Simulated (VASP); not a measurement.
# Pr3MgH2 (P-3m1) in VASP: single point with PBE

Aim: the single point of Pr3MgH2 with PBE.

Everything below comes from runs of VASP 6.6.1. Logs are shortened: lines on timing, memory, paths and dates and some standing lists are left out, and cuts for length are marked.

## 1. The cell of the first run

Symmetry: P-3m1, No. 164, trigonal system. The conventional cell has a = 3.696 Å, b = 3.696 Å, c = 11.458 Å, α = 90.00°, β = 90.00°, γ = 120.00°. Pr (site symmetry 3m) has 3 H at 2.69 Å and 3 Mg at 3.45 Å within 3.5 Å. Pr (site symmetry -3m) has 6 H at 2.54 Å within 3.4 Å. Within 4.5 Å of Mg (site symmetry -3m) lie 6 Pr at 3.45 Å and 6 Mg at 3.70 Å. H (site symmetry 3m) has 6 Pr at 2.54 to 2.69 Å and 3 H at 3.49 Å within 3.5 Å.

## 2. Single point, PBE

Contents of POSCAR:

```
Pr3MgH2
1.0
    3.6962094713      0.0000000000      0.0000000000
   -1.8481047356      3.2010112999      0.0000000000
    0.0000000000      0.0000000000     11.4579585563
Pr Mg H
3 1 2
Direct
    0.3333333333      0.6666666667      0.7628848725
    0.6666666667      0.3333333333      0.2371151275
    0.0000000000      0.0000000000      0.5000000000
    0.0000000000      0.0000000000      0.0000000000
    0.3333333333      0.6666666667      0.3793352587
    0.6666666667      0.3333333333      0.6206647413
```

Contents of INCAR.step1:

```
SYSTEM = Pr3MgH2
ALGO     = Normal         ! electronic algorithm
EDIFF    = 1E-6           ! SCF threshold, eV
ENCUT    = 520            ! plane-wave cutoff, eV
GGA      = PE             ! functional
GGA_COMPAT= .False.      
ISIF     = 2              ! what is computed and relaxed
ISMEAR   = 0              ! smearing method
LASPH    = .True.         ! aspherical terms in the spheres
LCHARG   = .True.         ! write CHGCAR
LMAXMIX  = 6              ! l up to which the mixer works
LORBIT   = 11             ! projections on sites
LREAL    = .False.        ! projectors in reciprocal space
LWAVE    = .False.        ! write WAVECAR
NBANDS   = 28             ! bands
NEDOS    = 2001           ! points of the DOS
NELM     = 200            ! most SCF steps
PREC     = Accurate       ! precision mode
SIGMA    = 0.1            ! smearing width, eV
```

Contents of KPOINTS.step1:

```
k-points
0
Gamma
  12 12 4
  0 0 0
```

Contents of INCAR.step2:

```
SYSTEM = Pr3MgH2
ALGO     = Normal         ! electronic algorithm
EDIFF    = 1E-6           ! SCF threshold, eV
ENCUT    = 520            ! plane-wave cutoff, eV
GGA      = PE             ! functional
GGA_COMPAT= .False.      
ICHARG   = 11             ! starting density
ISIF     = 2              ! what is computed and relaxed
ISMEAR   = -5             ! smearing method
LASPH    = .True.         ! aspherical terms in the spheres
LCHARG   = .False.        ! write CHGCAR
LMAXMIX  = 6              ! l up to which the mixer works
LORBIT   = 10             ! projections on sites
LREAL    = .False.        ! projectors in reciprocal space
LWAVE    = .False.        ! write WAVECAR
NEDOS    = 1001           ! points of the DOS
NELM     = 200            ! most SCF steps
PREC     = Accurate       ! precision mode
SIGMA    = 0.1            ! smearing width, eV
```

Contents of KPOINTS.step2:

```
k-points
0
Gamma
  18 18 6
  0 0 0
```

Potentials or basis: VASP PAW PBE potentials, release 64 (Pr_3, Mg, H), 4f in core.

Started as:

```bash
$ cat potpaw_PBE.64/Pr_3/POTCAR potpaw_PBE.64/Mg/POTCAR potpaw_PBE.64/H/POTCAR > POTCAR
$ cp INCAR.step1 INCAR
$ cp KPOINTS.step1 KPOINTS
$ mpirun -np 1 vasp_std > vasp.out
$ cp INCAR.step2 INCAR
$ cp KPOINTS.step2 KPOINTS
$ mpirun -np 1 vasp_std > vasp.out
```

OUTCAR:

```text
SYSTEM = Pr3MgH2
   EDIFF = 1E-6
   ENCUT = 520
   GGA = PE
   ICHARG = 11
   ISIF = 2
   ISMEAR = -5
   LASPH = .True.
   LORBIT = 10
   LREAL = .False.
   NELM = 200
   PREC = Accurate

 ion  position               nearest neighbor table
   1  0.333  0.667  0.763-   4 3.45   4 3.45   4 3.45   3 3.69   3 3.69   3 3.69
   2  0.667  0.333  0.237-   4 3.45   4 3.45   4 3.45   3 3.69   3 3.69   3 3.69
   3  0.000  0.000  0.500-   1 3.69   2 3.69   2 3.69   1 3.69   2 3.69   1 3.69
   4  0.000  0.000  0.000-   1 3.45   2 3.45   2 3.45   1 3.45   2 3.45   1 3.45
   5  0.333  0.667  0.379-
   6  0.667  0.333  0.621-

  LATTYP: Found a hexagonal cell.
 ALAT       =     3.6962094713
 C/A-ratio  =     3.0999213235

  Lattice vectors:

 A1 = (   3.6962094713,   0.0000000000,   0.0000000000)
 A2 = (  -1.8481047356,   3.2010112999,   0.0000000000)
 A3 = (   0.0000000000,   0.0000000000,  11.4579585563)

Analysis of symmetry for initial positions (statically):
=====================================================================
 Subroutine PRICEL returns:
 Original cell was already a primitive cell.

 Routine SETGRP: Setting up the symmetry group for a
 hexagonal supercell.

 Subroutine GETGRP returns: Found 12 space group operations
 (whereof 12 operations were pure point group operations)
 out of a pool of 24 trial point group operations.

The static configuration has the point symmetry D_3d.

Analysis of symmetry for dynamics (positions and initial velocities):
=====================================================================
 Subroutine PRICEL returns:
 Original cell was already a primitive cell.

 Routine SETGRP: Setting up the symmetry group for a
 hexagonal supercell.

 Subroutine GETGRP returns: Found 12 space group operations
 (whereof 12 operations were pure point group operations)
 out of a pool of 24 trial point group operations.

The dynamic configuration has the point symmetry D_3d.

 Subroutine INISYM returns: Found 12 space group operations
 (whereof 12 operations are pure point group operations),
 and found     1 'primitive' translations

----------------------------------------------------------------------------------------

                                     Primitive cell

  volume of cell :     135.5661

  direct lattice vectors                    reciprocal lattice vectors
     3.696209471  0.000000000  0.000000000     0.270547437  0.156200636  0.000000000
    -1.848104736  3.201011300  0.000000000     0.000000000  0.312401271  0.000000000
     0.000000000  0.000000000 11.457958556     0.000000000  0.000000000  0.087275582

  length of vectors
     3.696209471  3.696209471 11.457958556     0.312401271  0.312401271  0.087275582

  position of ions in fractional coordinates (direct lattice)
     0.333333333  0.666666667  0.762884873
     0.666666667  0.333333333  0.237115127
     0.000000000  0.000000000  0.500000000
     0.000000000  0.000000000  0.000000000
     0.333333333  0.666666667  0.379335259
     0.666666667  0.333333333  0.620664741

  ion indices of the primitive-cell ions
   primitive index   ion index
                 1           1
                 2           2
                 3           3
                 4           4
                 5           5
                 6           6

----------------------------------------------------------------------------------------

 KPOINTS: k-points

Automatic generation of k-mesh.
 Grid dimensions read from file:
 generate k-points for:   18   18    6

 Generating k-lattice:

  Cartesian coordinates                     Fractional coordinates (reciprocal lattice)
     0.015030413  0.008677813  0.000000000     0.055555556 -0.000000000  0.000000000
     0.000000000  0.017355626  0.000000000     0.000000000  0.055555556  0.000000000
     0.000000000  0.000000000  0.014545930     0.000000000  0.000000000  0.166666667

  Length of vectors
     0.017355626  0.017355626  0.014545930

  Shift w.r.t. Gamma in fractional coordinates (k-lattice)
     0.000000000  0.000000000  0.000000000

 TETIRR: Found   2825 inequivalent tetrahedra from    11664

 Subroutine IBZKPT returns following result:
 ===========================================

 Found    202 irreducible k-points:

 Following reciprocal coordinates:
            Coordinates               Weight
  0.000000  0.000000  0.000000      1.000000
  0.055556 -0.000000  0.000000      6.000000
  0.111111 -0.000000  0.000000      6.000000
  0.166667 -0.000000  0.000000      6.000000
  0.222222 -0.000000  0.000000      6.000000
  0.277778 -0.000000  0.000000      6.000000
[... 16 lines left out ...]
  0.333333  0.111111  0.000000     12.000000
  0.388889  0.111111  0.000000     12.000000
 [... further k-points ...]
   k-points           NKPTS =    202   k-points in BZ     NKDIM =    202   number of bands    NBANDS=     22
   number of dos      NEDOS =   1001   number of ions     NIONS =      6
   total plane-waves  NPLWV =  70560
   dimension x,y,z NGX =    28 NGY =   28 NGZ =   90
   dimension x,y,z NGXF=    56 NGYF=   56 NGZF=  180
   ions per type =               3   1   2
   NGX,Y,Z   is equivalent  to a cutoff of  12.59, 12.59, 13.06 a.u.
   NGXF,Y,Z  is equivalent  to a cutoff of  25.19, 25.19, 26.12 a.u.
 SYSTEM =  Pr3MgH2
   PREC   = accura    normal or accurate (medium, high low for compatibility)
   ISTART =      0    job   : 0-new  1-cont  2-samecut
   ICHARG =     11    charge: 1-file 2-atom 10-const
   ISPIN  =      1    spin polarized calculation?
   LNONCOLLINEAR =      F non collinear calculations
   LSORBIT =      F    spin-orbit coupling
   LASPH  =      T    aspherical Exc in radial PAW
   ENCUT  =  520.0 eV  38.22 Ry    6.18 a.u.   6.87  6.87 21.30*2*pi/ulx,y,z
   NELM   =    200;   NELMIN=  2; NELMDL=  0     # of ELM steps
   EDIFF  = 0.1E-05   stopping-criterion for ELM
   LREAL  =      F    real-space projection
   EDIFFG = 0.1E-04   stopping-criterion for IOM
   NSW    =      0    number of steps for IOM
   IBRION =     -1    ionic relax: 0-MD 1-quasi-New 2-CG
   NFREE  =      0    steps in history (QN), initial steepest desc. (CG)
   ISIF   =      2    stress and relaxation
   ISYM   =      2    0-nonsym 1-usesym 2-fastsym
   POTIM  = 0.5000    time-step for ionic-motion
   TEBEG  =    0.0;   TEEND  =   0.0 temperature during run
   PSTRESS=    0.0 pullay stress
   NELECT =      37.0000    total number of electrons
   NUPDOWN=      -1.0000    fix difference up-down
   EMIN   =  10.00;   EMAX   =-10.00  energy-range for DOS
   EFERMI =   0.00;   METHOD = LEGACY
   ISMEAR =    -5;   SIGMA  =   0.10  broadening in eV -4-tet -1-fermi 0-gaus
   EFERMI_NEDOS =   21; number of points for ismear=-14 and -15
   IALGO  =     38    algorithm
   IMIX   =      4    mixing-type and parameters
     AMIX     =   0.40;   BMIX     =  1.00
     AMIX_MAG =   1.60;   BMIX_MAG =  1.00
  volume/ion in A,a.u.               =      22.59       152.47
  Fermi-wavevector in a.u.,A,eV,Ry     =   1.061920  2.006737 15.342932  1.127674
  Thomas-Fermi vector in A             =   2.197353
   LORBIT       =     10    0 simple, 1 ext, 2 COOP (PROOUT), +10 PAW based schemes
   GGA     = PE    functional components
   LHFCALC =     F    Hartree Fock is set to
   AEXX    =    0.0000 exact exchange contribution
   IVDW    =     0    specifies the selected vdW correction
   LEPSILON=     F    determine dielectric tensor
   LRPA    =     F    only Hartree local field effects (RPA)
 non-spin polarized calculation
 Fermi weights with tetrahedron method with Bloechl corrections
  energy-cutoff  :      520.00
  volume of cell :      135.57
 maximum number of plane-waves:      3688

 number of electron      36.9999999 magnetization

 Free energy of the ion-electron system (eV)
  ---------------------------------------------------
  ext. energy  EPLUGINS =         0.00000000
  ---------------------------------------------------
  free energy    TOTEN  =       -23.70250255 eV

  energy without entropy =      -23.70250255  energy(sigma->0) =      -23.70250255

 E-fermi :   3.4059     XC(G=0):  -9.4914

 val. band max:        3.4324526975   @ k =   0.2222   0.2222   0.3333
 cond. band min:       3.3843154887   @ k =   0.3333   0.3333   0.3333
 fundamental gap:     -0.0481372088
 Fermi energy:         3.4059155668

 k-point     1 :       0.0000    0.0000    0.0000
  band No.  band energies     occupation
      1     -33.0433      2.00000
      2     -33.0253      2.00000
      3     -32.8734      2.00000
      4     -15.5108      2.00000
      5     -15.1401      2.00000
      6     -14.6396      2.00000
[... 14 lines left out ...]
     21       4.4410      0.00000
     22       4.9315      0.00000

 k-point     2 :       0.0556   -0.0000    0.0000
  band No.  band energies     occupation
      1     -33.0401      2.00000
      2     -33.0225      2.00000
      3     -32.8709      2.00000
      4     -15.5015      2.00000
      5     -15.1385      2.00000
      6     -14.6539      2.00000
[... 14 lines left out ...]
     21       4.5102      0.00000
     22       4.8297      0.00000
[... 523 lines left out ...]
     21       4.2467      0.00000
     22       4.7942      0.00000

 k-point    24 :       0.3889    0.1111    0.0000
  band No.  band energies     occupation
      1     -32.9336      2.00000
      2     -32.9315      2.00000
      3     -32.7913      2.00000
      4     -15.4985      2.00000
      5     -15.3890      2.00000
      6     -15.3622      2.00000
[... 14 lines left out ...]
     21       4.2267      0.00000
     22       4.8335      0.00000

 [... further k-points ...]

------------------------ aborting loop because EDIFF is reached ----------------------------------------

  FORCE on cell =-STRESS in cart. coord.  units (eV):
  Direction    XX          YY          ZZ          XY          YZ          ZX
  --------------------------------------------------------------------------------------
  -------------------------------------------------------------------------------------
  Total        0.0568487      0.0568487     -0.1116107      0.0000000      0.0000000      0.0000000
  in kB        0.6718617      0.6718617     -1.3190622      0.0000000      0.0000000      0.0000000
  external PRESSURE =       0.0082204 kB  Pullay stress =       0.0000000 kB

 VOLUME and BASIS-vectors are now :
 -----------------------------------------------------------------------------
  energy-cutoff  :      520.00
  volume of cell :      135.57
      direct lattice vectors                 reciprocal lattice vectors
     3.696209471  0.000000000  0.000000000     0.270547437  0.156200636  0.000000000
    -1.848104736  3.201011300  0.000000000     0.000000000  0.312401271  0.000000000
     0.000000000  0.000000000 11.457958556     0.000000000  0.000000000  0.087275582

 POSITION                                       TOTAL-FORCE (eV/Angst)
 -----------------------------------------------------------------------------------
     -0.00000      2.13401      8.74110        -0.000000      0.000000      0.027047
      1.84810      1.06700      2.71686         0.000000      0.000000     -0.027047
      0.00000      0.00000      5.72898         0.000000      0.000000      0.000000
      0.00000      0.00000      0.00000         0.000000      0.000000      0.000000
     -0.00000      2.13401      4.34641         0.000000      0.000000      0.006724
      1.84810      1.06700      7.11155         0.000000      0.000000     -0.006724
 -----------------------------------------------------------------------------------
    total drift:                                0.000000      0.000000     -0.000000

  FREE ENERGIE OF THE ION-ELECTRON SYSTEM (eV)
  ---------------------------------------------------
  free  energy   TOTEN  =       -23.7025025539 eV

  energy  without entropy=      -23.7025025539  energy(sigma->0) =      -23.70250255

 total charge

# of ion       s       p       d       tot
------------------------------------------
    1        2.106   5.735   0.919   8.760
    2        2.106   5.735   0.919   8.760
    3        2.083   5.745   0.980   8.808
    4        0.244   0.099   0.008   0.351
    5        0.505   0.006   0.000   0.511
    6        0.505   0.006   0.000   0.511
--------------------------------------------------
tot          7.549  17.326   2.825  27.700
```

It took 8.9 min on 1 thread of Intel Xeon Platinum 8124M at 3.00GHz (Skylake/Cascade Lake), shared host; peak memory 0.71 GiB.

What came out:

- Valence electrons inside the program's atomic spheres: Pr 8.76, 8.81 (each value once); Mg 0.35; H 0.51

Levels at points of the mesh, in eV from the Fermi level:
```tsv
k point	band 15	band 16	band 17	band 18	band 19	band 20	band 21	band 22
(0.00, 0.00, 0.00)	-4.11	-1.89	-1.25	0.52	0.83	1.03	1.04	1.53
(0.50, 0.00, 0.00)	-1.88	-1.59	-1.52	-1.10	-0.37	0.68	0.81	1.24
(0.00, 0.00, 0.50)	-3.54	-2.38	-0.76	0.19	0.99	1.03	1.03	1.52
(0.50, 0.00, 0.50)	-2.09	-1.40	-1.27	-0.96	-0.56	0.32	0.98	1.18
```

Caveat: spin-orbit coupling is left out, which moves the levels of the heavy elements; the 4f electrons are frozen in the core, so they carry no moment and show no levels; tetrahedron occupations give inexact forces and stress in metals. Spin polarisation is off, so any magnetic state and its effect on volume and gap are missing.
